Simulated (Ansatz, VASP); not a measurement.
## One calculation of ZrO2, two programs

```
Zr O
1.0
     0.00000    2.57430    2.57430
     2.57430    0.00000    2.57430
     2.57430    2.57430    0.00000
Zr O
1 2
Direct
  0.00000 0.00000 0.00000
  0.25000 0.25000 0.25000
  0.75000 0.75000 0.75000
```

Alike in both runs: task single point; functional r2SCAN; k mesh 9 × 9 × 9; no spin polarisation.

```csv
,VASP,Ansatz
version,VASP 6.6.1,Ansatz 0.2.0
potentials or method,"VASP PAW PBE potentials, release 64 (Zr_sv, O), cutoff 660 eV",PAW plane waves
occupations,"fermi-dirac, width 0.1 eV",fermi-dirac
valence electrons in the cell,24,24
```

```tsv
	VASP	Ansatz	Ansatz less VASP
gap on the k mesh at the Fermi level (eV)	3.82	3.83	+0.011
pressure (GPa)	-8.3	-8.3	+0.03
```

VASP's potentials were made for PBE, not for r2SCAN.
